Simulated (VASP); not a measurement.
# In3Se (Pm-3m) in VASP: notebook

The runs below take In3Se through single point, with PBEsol+D4, PBEsol, PBE, PBEsol+D3(BJ).

Program: VASP 6.6.1. These are calculated values, not measurements. Logs are shortened: lines on timing, memory, paths and dates and some standing lists are left out, and cuts for length are marked.

## (1) The cell of the first run

It takes space group Pm-3m (No. 221, cubic). Conventional cell: a = 4.621 Å, b = 4.621 Å, c = 4.621 Å, α = 90.00°, β = 90.00°, γ = 90.00°. Within 4.3 Å of In (site symmetry 4/mmm) lie 8 In at 3.27 Å and 4 Se at 3.27 Å. Within 4.3 Å of Se (site symmetry m-3m) lie 12 In at 3.27 Å.

## (2) Single point, PBEsol+D4

Contents of INCAR:

```
SYSTEM = In3Se
PREC = Accurate
ENCUT = 520
EDIFF = 1E-6
ISMEAR = 0
SIGMA = 0.1
LREAL = .False.
LASPH = .True.
NELM = 60
ALGO = Normal
ISIF = 2
LWAVE = .False.
LCHARG = .False.
GGA = PS
IVDW = 13
NBANDS = 30
```

Contents of KPOINTS:

```
Automatic mesh
0
Gamma
  10 10 10
  0 0 0
```

Contents of POSCAR:

```
In3Se
1.0
    4.6209101927      0.0000000000      0.0000000000
    0.0000000000      4.6209101927      0.0000000000
    0.0000000000      0.0000000000      4.6209101927
In Se
3 1
Direct
    0.0000000000      0.5000000000      0.5000000000
    0.5000000000      0.0000000000      0.5000000000
    0.5000000000      0.5000000000      0.0000000000
    0.0000000000      0.0000000000      0.0000000000
```

Potentials or basis: VASP PAW PBE potentials, release 64 (In_d, Se).

Started as:

```sh
$ cat potpaw_PBE.64/In_d/POTCAR potpaw_PBE.64/Se/POTCAR > POTCAR
$ mpirun -np 1 vasp_std > vasp.out
```

OUTCAR:

```text
SYSTEM = In3Se
   PREC = Accurate
   ENCUT = 520
   EDIFF = 1E-6
   ISMEAR = 0
   LREAL = .False.
   LASPH = .True.
   NELM = 60
   ISIF = 2
   GGA = PS
   IVDW = 13

 ion  position               nearest neighbor table
   1  0.000  0.500  0.500-   2 3.27   3 3.27   4 3.27   3 3.27   4 3.27   2 3.27   4 3.27   4 3.27
                             2 3.27   3 3.27   3 3.27   2 3.27
   2  0.500  0.000  0.500-   1 3.27   3 3.27   4 3.27   3 3.27   4 3.27   1 3.27   3 3.27   3 3.27
                             1 3.27   4 3.27   4 3.27   1 3.27
   3  0.500  0.500  0.000-   1 3.27   2 3.27   4 3.27   1 3.27   2 3.27   2 3.27   4 3.27   2 3.27
                             1 3.27   4 3.27   1 3.27   4 3.27
   4  0.000  0.000  0.000-   1 3.27   2 3.27   3 3.27   1 3.27   2 3.27   1 3.27   3 3.27   1 3.27
                             2 3.27   3 3.27   2 3.27   3 3.27

  LATTYP: Found a simple cubic cell.
 ALAT       =     4.6209101927

  Lattice vectors:

 A1 = (   4.6209101927,   0.0000000000,   0.0000000000)
 A2 = (   0.0000000000,   4.6209101927,   0.0000000000)
 A3 = (   0.0000000000,   0.0000000000,   4.6209101927)

Analysis of symmetry for initial positions (statically):
=====================================================================
 Subroutine PRICEL returns:
 Original cell was already a primitive cell.

 Routine SETGRP: Setting up the symmetry group for a
 simple cubic supercell.

 Subroutine GETGRP returns: Found 48 space group operations
[... 9 lines left out ...]

 Routine SETGRP: Setting up the symmetry group for a
 simple cubic supercell.

 Subroutine GETGRP returns: Found 48 space group operations
[... 11 lines left out ...]
                                     Primitive cell

  volume of cell :      98.6694

  direct lattice vectors                    reciprocal lattice vectors
     4.620910193  0.000000000  0.000000000     0.216407582  0.000000000  0.000000000
     0.000000000  4.620910193  0.000000000     0.000000000  0.216407582  0.000000000
     0.000000000  0.000000000  4.620910193     0.000000000  0.000000000  0.216407582

  length of vectors
     4.620910193  4.620910193  4.620910193     0.216407582  0.216407582  0.216407582

  position of ions in fractional coordinates (direct lattice)
     0.000000000  0.500000000  0.500000000
     0.500000000  0.000000000  0.500000000
     0.500000000  0.500000000  0.000000000
     0.000000000  0.000000000  0.000000000

  ion indices of the primitive-cell ions
   primitive index   ion index
                 1           1
                 2           2
                 3           3
                 4           4

----------------------------------------------------------------------------------------

 KPOINTS: Automatic mesh

[... 70 lines left out ...]
   NSW    =      0    number of steps for IOM
   IBRION =     -1    ionic relax: 0-MD 1-quasi-New 2-CG
   NFREE  =      0    steps in history (QN), initial steepest desc. (CG)
   ISIF   =      2    stress and relaxation
   ISYM   =      2    0-nonsym 1-usesym 2-fastsym
   POTIM  = 0.5000    time-step for ionic-motion
   TEBEG  =    0.0;   TEEND  =   0.0 temperature during run
   PSTRESS=    0.0 pullay stress
   NELECT =      45.0000    total number of electrons
   NUPDOWN=      -1.0000    fix difference up-down
   EMIN   =  10.00;   EMAX   =-10.00  energy-range for DOS
   EFERMI =   0.00;   METHOD = LEGACY
   ISMEAR =     0;   SIGMA  =   0.10  broadening in eV -4-tet -1-fermi 0-gaus
   EFERMI_NEDOS =   21; number of points for ismear=-14 and -15
   IALGO  =     38    algorithm
   IMIX   =      4    mixing-type and parameters
     AMIX     =   0.40;   BMIX     =  1.00
     AMIX_MAG =   1.60;   BMIX_MAG =  1.00
  volume/ion in A,a.u.               =      24.67       166.46
  Fermi-wavevector in a.u.,A,eV,Ry     =   1.260138  2.381316 21.605344  1.587948
  Thomas-Fermi vector in A             =   2.393663
   LORBIT       =      0    0 simple, 1 ext, 2 COOP (PROOUT), +10 PAW based schemes
   GGA     = PS    functional components
   LHFCALC =     F    Hartree Fock is set to
   AEXX    =    0.0000 exact exchange contribution
   IVDW    =    13    specifies the selected vdW correction
   LEPSILON=     F    determine dielectric tensor
   LRPA    =     F    only Hartree local field effects (RPA)
 non-spin polarized calculation
 Gauss-broadening in eV      SIGMA  =   0.10
  energy-cutoff  :      520.00
  volume of cell :       98.67
 maximum number of plane-waves:      2680
 NGX is ok and might be reduce to    36
   NGX = 17   NGY = 17   NGZ = 17

 number of electron      44.9999956 magnetization

 Free energy of the ion-electron system (eV)
  ---------------------------------------------------
  ext. energy  EPLUGINS =         0.00000000
  ---------------------------------------------------
  free energy    TOTEN  =       -13.23227317 eV

  energy without entropy =      -13.22238890  energy(sigma->0) =      -13.22733103

 E-fermi :   7.0064     XC(G=0): -10.4458

 val. band max:        6.9716032831   @ k =   0.4000   0.0000   0.0000
 cond. band min:       7.0299561174   @ k =   0.4000   0.3000   0.1000
 fundamental gap:      0.0583528342
 Fermi energy:         7.0063793634

 k-point     1 :       0.0000    0.0000    0.0000
  band No.  band energies     occupation
      1      -7.8082      2.00000
      2      -7.7625      2.00000
      3      -7.7625      2.00000
      4      -7.7625      2.00000
      5      -7.6046      2.00000
      6      -7.6046      2.00000
[... 781 lines left out ...]
     29      12.3233      0.00000
     30      14.4018      0.00000

 [... further k-points ...]

------------------------ aborting loop because EDIFF is reached ----------------------------------------

  DFT-D4 for vdW energy calculation

  Edisp (eV):   -0.88990

  FORCE on cell =-STRESS in cart. coord.  units (eV):
  Direction    XX          YY          ZZ          XY          YZ          ZX
  --------------------------------------------------------------------------------------
  -------------------------------------------------------------------------------------
  Total      -0.01656    -0.01656    -0.01656     0.00000    -0.00000     0.00000
  in kB      -0.26882    -0.26882    -0.26882     0.00000    -0.00000     0.00000
  external pressure =       -0.27 kB  Pullay stress =        0.00 kB

 VOLUME and BASIS-vectors are now :
 -----------------------------------------------------------------------------
  energy-cutoff  :      520.00
  volume of cell :       98.67
      direct lattice vectors                 reciprocal lattice vectors
     4.620910193  0.000000000  0.000000000     0.216407582  0.000000000  0.000000000
     0.000000000  4.620910193  0.000000000     0.000000000  0.216407582  0.000000000
     0.000000000  0.000000000  4.620910193     0.000000000  0.000000000  0.216407582

 POSITION                                       TOTAL-FORCE (eV/Angst)
 -----------------------------------------------------------------------------------
      0.00000      2.31046      2.31046         0.000000      0.000000      0.000000
      2.31046      0.00000      2.31046         0.000000      0.000000      0.000000
      2.31046      2.31046      0.00000         0.000000      0.000000      0.000000
      0.00000      0.00000      0.00000         0.000000      0.000000      0.000000
 -----------------------------------------------------------------------------------
    total drift:                                0.000000      0.000000      0.000000

  FREE ENERGIE OF THE ION-ELECTRON SYSTEM (eV)
  ---------------------------------------------------
  free  energy   TOTEN  =       -14.1221763473 eV

  energy  without entropy=      -14.1122920790  energy(sigma->0) =      -14.11723421
```

OSZICAR:

```text
N       E                     dE             d eps       ncg     rms          rms(c)
DAV:   1     0.409363822827E+03    0.40936E+03   -0.21438E+04  3366   0.195E+03
DAV:   2     0.288781139625E+02   -0.38049E+03   -0.37267E+03  3366   0.458E+02
DAV:   3    -0.115665268970E+02   -0.40445E+02   -0.39075E+02  4124   0.163E+02
DAV:   4    -0.134142488230E+02   -0.18477E+01   -0.18428E+01  3904   0.362E+01
DAV:   5    -0.134905079242E+02   -0.76259E-01   -0.76255E-01  4820   0.640E+00    0.490E+00
DAV:   6    -0.132485518474E+02    0.24196E+00   -0.67804E-01  4500   0.970E+00    0.287E+00
DAV:   7    -0.132370007418E+02    0.11551E-01   -0.12958E-01  4552   0.246E+00    0.956E-01
DAV:   8    -0.132328904313E+02    0.41103E-02   -0.10651E-02  4848   0.678E-01    0.286E-01
DAV:   9    -0.132323024200E+02    0.58801E-03   -0.24637E-03  4844   0.336E-01    0.132E-01
DAV:  10    -0.132322719712E+02    0.30449E-04   -0.30018E-04  4792   0.198E-01    0.533E-02
DAV:  11    -0.132322760407E+02   -0.40695E-05   -0.64529E-05  4674   0.450E-02    0.125E-02
DAV:  12    -0.132322732736E+02    0.27671E-05   -0.48808E-06  3870   0.256E-02    0.635E-03
DAV:  13    -0.132322731658E+02    0.10779E-06   -0.48748E-07  2352   0.404E-03
   1 F= -.14122176E+02 E0= -.14117234E+02  d E =-.988427E-02
```

Run time: 2.1 min. Hardware: 1 thread of Intel Xeon Platinum 8259CL at 2.50GHz (Skylake/Cascade Lake), shared host; peak memory 0.28 GiB.

Results:

```
Free energy                : -14.1222 eV
Pressure                   : 0.0 GPa
Dispersion energy per atom : -0.222 eV
```

Levels at points of the mesh, in eV from the Fermi level:
```csv
k point,band 20,band 21,band 22,band 23,band 24,band 25
"(0.00, 0.00, 0.00)",-3.72,-2.01,-2.01,1.24,1.24,1.24
"(0.50, 0.00, 0.00)",-2.76,-1.26,-1.09,-0.24,-0.24,1.24
"(0.50, 0.50, 0.00)",-2.17,-1.00,-0.50,-0.50,1.70,1.77
"(0.50, 0.50, 0.50)",-4.40,-4.40,-4.40,-3.61,3.43,3.43
```

Caveat: the PAW data sets were made with another functional, which shifts forces and pressure a little; spin-orbit coupling is left out, which moves the levels of the heavy elements; pairwise dispersion overbinds metals, which lowers pressure and volume.

(Part 1 of 2 ends here.)
